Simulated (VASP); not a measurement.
Wanted: the native input for a VASP 6.6.1 run.

| Quantity | Value |
| --- | --- |
| Task | single point |
| Functional | PBE |
| Potentials or basis | VASP PAW PBE potentials, release 64 (Zn, S) |
| Cutoff | 520 eV |
| k mesh | 10 × 10 × 10 |
| Occupations | gaussian, width 0.02 eV |
| Spin | no spin polarisation |
| Dipole correction | no |
| Further INCAR settings | ALGO = Normal; EDIFF = 1e-06; NBANDS = 16 |

The structure of ZnS lies in POSCAR:

```
ZnS
1.0
    0.0000000000      2.7046500000      2.7046500000
    2.7046500000      0.0000000000      2.7046500000
    2.7046500000      2.7046500000      0.0000000000
Zn S
1 1
Direct
    0.0000000000      0.0000000000      0.0000000000
    0.7416809938      0.7583190062      0.7583190062
```

This cell differs from its parent crystal: one atom moved.

These files were run (other wordings do the same):

INCAR

```
  PREC = Accurate
  ENCUT = 520
  EDIFF = 1E-6
  ISMEAR = 0
  SIGMA = 0.02
  LREAL = False
  LASPH = True
  NELM = 80
  ALGO = Normal
  ISIF = 2
  LWAVE = False
  LCHARG = True
  GGA = PE
  LELF = True
  LVHAR = True
  NBANDS = 16
```

KPOINTS

```
regular mesh
0
Gamma
  10 10 10
```

Potentials or basis: VASP PAW PBE potentials, release 64 (Zn, S).

Run with:

```sh
$ cat potpaw_PBE.64/Zn/POTCAR potpaw_PBE.64/S/POTCAR > POTCAR
$ mpirun -np 1 vasp_std > vasp.out
```

Results of the run:

```json
{
  "Pressure": "1.6 GPa",
  "Largest force": "0.259 eV/Å",
  "Band gap on the k mesh": "2.07 eV"
}
```

Caveat: the cell differs from its parent crystal (one atom moved).

It took 2 min on 1 thread of Intel Xeon 8259CL (shared host), peak memory 0.24 GiB.
